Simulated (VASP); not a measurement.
# PbS (R-3m) in VASP: single point with r2SCAN

Aim: the single point of PbS with r2SCAN.

Program: VASP 6.6.1. These are calculated values, not measurements. Logs are shortened: lines on timing, memory, paths and dates and some standing lists are left out, and cuts for length are marked.

## Step 1: The cell of the first run

It takes space group R-3m (No. 166, trigonal). Conventional cell: a = 4.056 Å, b = 4.056 Å, c = 10.773 Å, α = 90.00°, β = 90.00°, γ = 120.00°. Within 4.1 Å of Pb (site symmetry -3m) lie 6 S at 2.95 Å and 6 Pb at 4.06 Å. Within 4.1 Å of S (site symmetry -3m) lie 6 Pb at 2.95 Å and 6 S at 4.06 Å.

## Step 2: Single point, r2SCAN, non-collinear spin, zero start, spin-orbit coupling (epitaxial 111 strain -4.0%)

POSCAR reads:

```
PbS
1.0
    0.1614571789      3.0292005481      3.0292005481
    3.0292005481      0.1614571789      3.0292005481
    3.0292005481      3.0292005481      0.1614571789
Pb S
1 1
Direct
    0.0000000000      0.0000000000      0.0000000000
    0.5000000000      0.5000000000      0.5000000000
```

INCAR.step1 reads:

```
SYSTEM = PbS
ALGO = Normal
EDIFF = 1E-4
ENCUT = 520
GGA = PE
GGA_COMPAT = .False.
ISMEAR = -1
LASPH = .True.
LCHARG = .False.
LREAL = .False.
LSORBIT = .True.
LWAVE = .True.
MAGMOM = 0 0 0 0 0 0
NBANDS = 32
NELM = 150
PREC = Accurate
SIGMA = 0.02
```

INCAR.step2 reads:

```
SYSTEM = PbS
ALGO = Normal
EDIFF = 1E-7
ENCUT = 520
GGA_COMPAT = .False.
ISIF = 2
ISMEAR = -1
ISTART = 1
LASPH = .True.
LCHARG = .False.
LMIXTAU = .True.
LORBIT = 11
LORBMOM = .True.
LREAL = .False.
LSORBIT = .True.
LWAVE = .False.
MAGMOM = 0 0 0 0 0 0
METAGGA = R2SCAN
NBANDS = 32
NELM = 150
PREC = Accurate
SIGMA = 0.02
```

KPOINTS reads:

```
k-points
0
Gamma
  8 8 8
  0 0 0
```

Potentials or basis: VASP PAW PBE potentials, release 64 (Pb_d, S).

Command:

```
> cat potpaw_PBE.64/Pb_d/POTCAR potpaw_PBE.64/S/POTCAR > POTCAR
> cp INCAR.step1 INCAR
> mpirun -np 1 vasp_ncl > vasp.out
> cp INCAR.step2 INCAR
> mpirun -np 1 vasp_ncl > vasp.out
```

OUTCAR:

```text
SYSTEM = PbS
   EDIFF = 1E-7
   ENCUT = 520
   ISIF = 2
   ISMEAR = -1
   ISTART = 1
   LASPH = .True.
   LORBIT = 11
   LREAL = .False.
   LSORBIT = .True.
   METAGGA = R2SCAN
   NELM = 150
   PREC = Accurate

 ion  position               nearest neighbor table
   1  0.000  0.000  0.000-   2 2.95   2 2.95   2 2.95   2 2.95   2 2.95   2 2.95
   2  0.500  0.500  0.500-   1 2.95   1 2.95   1 2.95   1 2.95   1 2.95   1 2.95

  LATTYP: Found a trigonal (rhomboedric) cell.
 ALAT       =     4.2869779964
 COS(alpha) =     0.5525154352

  Lattice vectors:

 A1 = (   0.1614571789,   3.0292005481,   3.0292005481)
 A2 = (   3.0292005481,   0.1614571789,   3.0292005481)
 A3 = (   3.0292005481,   3.0292005481,   0.1614571789)

Analysis of symmetry for initial positions (statically):
=====================================================================
 Subroutine PRICEL returns:
 Original cell was already a primitive cell.

 Routine SETGRP: Setting up the symmetry group for a
 trigonal (rhombohedral) supercell.

 Subroutine GETGRP returns: Found 12 space group operations
 (whereof 12 operations were pure point group operations)
 out of a pool of 12 trial point group operations.

The static configuration has the point symmetry D_3d.

Analysis of symmetry for dynamics (positions and initial velocities):
=====================================================================
 Subroutine PRICEL returns:
 Original cell was already a primitive cell.

 Routine SETGRP: Setting up the symmetry group for a
 trigonal (rhombohedral) supercell.

 Subroutine GETGRP returns: Found 12 space group operations
 (whereof 12 operations were pure point group operations)
 out of a pool of 12 trial point group operations.

The dynamic configuration has the point symmetry D_3d.

Analysis of structural, dynamic, and magnetic symmetry:
=====================================================================
 Subroutine PRICEL returns:
 Original cell was already a primitive cell.

 Routine SETGRP: Setting up the symmetry group for a
 trigonal (rhombohedral) supercell.

 Subroutine GETGRP returns: Found 12 space group operations
 (whereof 12 operations were pure point group operations)
 out of a pool of 12 trial point group operations.

The overall configuration has the point symmetry D_3d.

 Subroutine INISYM returns: Found 12 space group operations
 (whereof 12 operations are pure point group operations),
 and found     1 'primitive' translations

----------------------------------------------------------------------------------------

                                     Primitive cell

  volume of cell :      51.1518

  direct lattice vectors                    reciprocal lattice vectors
     0.161457179  3.029200548  3.029200548    -0.178879036  0.169827202  0.169827202
     3.029200548  0.161457179  3.029200548     0.169827202 -0.178879036  0.169827202
     3.029200548  3.029200548  0.161457179     0.169827202  0.169827202 -0.178879036

  length of vectors
     4.286977996  4.286977996  4.286977996     0.299466636  0.299466636  0.299466636

  position of ions in fractional coordinates (direct lattice)
     0.000000000  0.000000000  0.000000000
     0.500000000  0.500000000  0.500000000

  ion indices of the primitive-cell ions
   primitive index   ion index
                 1           1
                 2           2

----------------------------------------------------------------------------------------

 KPOINTS: k-points

Automatic generation of k-mesh.
 Grid dimensions read from file:
 generate k-points for:    8    8    8

 Generating k-lattice:

  Cartesian coordinates                     Fractional coordinates (reciprocal lattice)
    -0.022359879  0.021228400  0.021228400     0.125000000 -0.000000000 -0.000000000
     0.021228400 -0.022359879  0.021228400    -0.000000000  0.125000000 -0.000000000
     0.021228400  0.021228400 -0.022359879    -0.000000000 -0.000000000  0.125000000

  Length of vectors
     0.037433330  0.037433330  0.037433330

  Shift w.r.t. Gamma in fractional coordinates (k-lattice)
     0.000000000  0.000000000  0.000000000

 Subroutine IBZKPT returns following result:
 ===========================================

 Found     65 irreducible k-points:

 Following reciprocal coordinates:
            Coordinates               Weight
  0.000000  0.000000  0.000000      1.000000
  0.125000  0.000000  0.000000      6.000000
  0.250000  0.000000  0.000000      6.000000
  0.375000  0.000000  0.000000      6.000000
  0.500000  0.000000  0.000000      3.000000
  0.125000  0.125000  0.000000      6.000000
[... 16 lines left out ...]
  0.250000  0.125000  0.125000      6.000000
[... 29 lines left out ...]
   TEBEG  =    0.0;   TEEND  =   0.0 temperature during run
   PSTRESS=    0.0 pullay stress
   NELECT =      20.0000    total number of electrons
   NUPDOWN=      -1.0000    fix difference up-down
   EMIN   =  10.00;   EMAX   =-10.00  energy-range for DOS
   EFERMI =   0.00;   METHOD = LEGACY
   ISMEAR =    -1;   SIGMA  =   0.02  broadening in eV -4-tet -1-fermi 0-gaus
   EFERMI_NEDOS =   21; number of points for ismear=-14 and -15
   IALGO  =     38    algorithm
   IMIX   =      4    mixing-type and parameters
     AMIX     =   0.40;   BMIX     =  1.00
     AMIX_MAG =   1.60;   BMIX_MAG =  1.00
  volume/ion in A,a.u.               =      25.58       172.59
  Fermi-wavevector in a.u.,A,eV,Ry     =   1.197102  2.262195 19.497871  1.433053
  Thomas-Fermi vector in A             =   2.333025
   LORBIT       =     11    0 simple, 1 ext, 2 COOP (PROOUT), +10 PAW based schemes
   METAGGA = R2SCAN    functional components
   LHFCALC =     F    Hartree Fock is set to
   AEXX    =    0.0000 exact exchange contribution
   IVDW    =     0    specifies the selected vdW correction
   LEPSILON=     F    determine dielectric tensor
   LRPA    =     F    only Hartree local field effects (RPA)
  energy-cutoff  :      520.00
  volume of cell :       51.15
 maximum number of plane-waves:      2796
   NGX = 15   NGY = 15   NGZ = 15

 number of electron      20.0000002 magnetization       0.0000000     -0.0000000     -0.0000000

 number of electron      20.0000002 magnetization       0.0000000     -0.0000000      0.0000000

 Free energy of the ion-electron system (eV)
  ---------------------------------------------------
  ext. energy  EPLUGINS =         0.00000000
  ---------------------------------------------------
  free energy    TOTEN  =       -65.92492778 eV

  energy without entropy =      -65.92471429  energy(sigma->0) =      -65.92482103

 E-fermi :   5.8940     XC(G=0): -10.3619

 val. band max:        5.8404329947   @ k =   0.5000   0.0000   0.0000
 cond. band min:       5.9022718952   @ k =   0.5000   0.0000   0.0000
 fundamental gap:      0.0618389005
 Fermi energy:         5.8939698270

 k-point     1 :       0.0000    0.0000    0.0000
  band No.  band energies     occupation
      1     -13.0386      1.00000
      2     -13.0386      1.00000
      3     -13.0130      1.00000
      4     -13.0130      1.00000
      5     -10.4868      1.00000
      6     -10.4868      1.00000
[... 829 lines left out ...]
     31      15.3283      0.00000
     32      15.3283      0.00000

 [... further k-points ...]

------------------------ aborting loop because EDIFF is reached ----------------------------------------

  FORCE on cell =-STRESS in cart. coord.  units (eV):
  Direction    XX          YY          ZZ          XY          YZ          ZX
  --------------------------------------------------------------------------------------
  -------------------------------------------------------------------------------------
  Total        0.6616728      0.6616728      0.6616728     -0.3701535     -0.3701535     -0.3701535
  in kB       20.7249175     20.7249175     20.7249175    -11.5939502    -11.5939502    -11.5939502
  external PRESSURE =      20.7249175 kB  Pullay stress =       0.0000000 kB

 VOLUME and BASIS-vectors are now :
 -----------------------------------------------------------------------------
  energy-cutoff  :      520.00
  volume of cell :       51.15
      direct lattice vectors                 reciprocal lattice vectors
     0.161457179  3.029200548  3.029200548    -0.178879036  0.169827202  0.169827202
     3.029200548  0.161457179  3.029200548     0.169827202 -0.178879036  0.169827202
     3.029200548  3.029200548  0.161457179     0.169827202  0.169827202 -0.178879036

 POSITION                                       TOTAL-FORCE (eV/Angst)
 -----------------------------------------------------------------------------------
      0.00000      0.00000      0.00000        -0.000000     -0.000000     -0.000000
      3.10993      3.10993      3.10993         0.000000      0.000000      0.000000
 -----------------------------------------------------------------------------------
    total drift:                                0.000000     -0.000000     -0.000000

  FREE ENERGIE OF THE ION-ELECTRON SYSTEM (eV)
  ---------------------------------------------------
  free  energy   TOTEN  =       -65.9249277771 eV

  energy  without entropy=      -65.9247142908  energy(sigma->0) =      -65.92482103

 orbital moment (x)

 # of ion     p       d       tot
 ----------------------------------------
  1         0.000  -0.000  -0.000
  2         0.000   0.000   0.000
 ----------------------------------------
            0.000  -0.000   0.000

 orbital moment (y)

 # of ion     p       d       tot
 ----------------------------------------
  1        -0.000   0.000  -0.000
  2         0.000   0.000   0.000
 ----------------------------------------
            0.000   0.000   0.000

 orbital moment (z)

 # of ion     p       d       tot
 ----------------------------------------
  1        -0.000   0.000  -0.000
  2         0.000   0.000   0.000
 ----------------------------------------
           -0.000   0.000  -0.000

 Spin-Orbit-Coupling matrix elements

 Ion:    1  E_soc:     -0.7487720
 l=   1
     0.0000000    -0.0601749    -0.0601749
    -0.0601749     0.0000000    -0.0601749
    -0.0601749    -0.0601749     0.0000000
 l=   2
     0.0000000    -0.0130363     0.0000000    -0.0130363    -0.0515842
    -0.0130363     0.0000000    -0.0386881    -0.0130363    -0.0128960
     0.0000000    -0.0386881     0.0000000    -0.0386881     0.0000000
    -0.0130363    -0.0130363    -0.0386881     0.0000000    -0.0128960
    -0.0515842    -0.0128960     0.0000000    -0.0128960     0.0000000
 l=   3
     0.0000000     0.0000000     0.0000000     0.0000000     0.0000000     0.0000000     0.0000000
     0.0000000     0.0000000     0.0000000     0.0000000     0.0000000     0.0000000     0.0000000
     0.0000000     0.0000000     0.0000000     0.0000000     0.0000000     0.0000000     0.0000000
     0.0000000     0.0000000     0.0000000     0.0000000     0.0000000     0.0000000     0.0000000
     0.0000000     0.0000000     0.0000000     0.0000000     0.0000000     0.0000000     0.0000000
     0.0000000     0.0000000     0.0000000     0.0000000     0.0000000     0.0000000     0.0000000
     0.0000000     0.0000000     0.0000000     0.0000000     0.0000000     0.0000000     0.0000000

 Ion:    2  E_soc:     -0.0037286
 l=   1
     0.0000000    -0.0006214    -0.0006214
    -0.0006214     0.0000000    -0.0006214
    -0.0006214    -0.0006214     0.0000000
 l=   2
     0.0000000     0.0000000     0.0000000     0.0000000     0.0000000
     0.0000000     0.0000000     0.0000000     0.0000000     0.0000000
     0.0000000     0.0000000     0.0000000     0.0000000     0.0000000
     0.0000000     0.0000000     0.0000000     0.0000000     0.0000000
     0.0000000     0.0000000     0.0000000     0.0000000     0.0000000
 l=   3
     0.0000000     0.0000000     0.0000000     0.0000000     0.0000000     0.0000000     0.0000000
     0.0000000     0.0000000     0.0000000     0.0000000     0.0000000     0.0000000     0.0000000
     0.0000000     0.0000000     0.0000000     0.0000000     0.0000000     0.0000000     0.0000000
     0.0000000     0.0000000     0.0000000     0.0000000     0.0000000     0.0000000     0.0000000
     0.0000000     0.0000000     0.0000000     0.0000000     0.0000000     0.0000000     0.0000000
     0.0000000     0.0000000     0.0000000     0.0000000     0.0000000     0.0000000     0.0000000
     0.0000000     0.0000000     0.0000000     0.0000000     0.0000000     0.0000000     0.0000000

 total charge

# of ion       s       p       d       tot
------------------------------------------
    1        1.478   0.518   9.843  11.839
    2        1.341   2.363   0.000   3.704
--------------------------------------------------
tot          2.819   2.881   9.843  15.543

 magnetization (x)

# of ion       s       p       d       tot
------------------------------------------
    1       -0.000  -0.000   0.000  -0.000
    2        0.000  -0.000   0.000  -0.000
--------------------------------------------------
tot         -0.000  -0.000   0.000  -0.000

 magnetization (y)

# of ion       s       p       d       tot
------------------------------------------
    1        0.000   0.000   0.000   0.000
    2        0.000   0.000   0.000   0.000
--------------------------------------------------
tot          0.000   0.000   0.000   0.000

 magnetization (z)

# of ion       s       p       d       tot
------------------------------------------
    1        0.000   0.000   0.000   0.000
    2        0.000   0.000   0.000   0.000
--------------------------------------------------
tot          0.000   0.000   0.000   0.000
```

It took 15 min on 1 thread of Intel Xeon 6975P-C (Granite Rapids), shared host; peak memory 0.46 GiB.

Results:

| Item | Value |
| --- | --- |
| Free energy | -65.9249 eV |
| Pressure | 2.1 GPa |
| Net moment | 0.00 μB per cell |
| Valence electrons inside the program's atomic spheres | Pb 11.84; S 3.70 |

Moments on the atoms (μB; x, y, z):
```
Pb  0.00 0.00 0.00
S   0.00 0.00 0.00
```

Caveat: the cell differs from its parent crystal (epitaxial 111 strain -4.0%); the PAW data sets were made with another functional, which shifts forces and pressure a little.
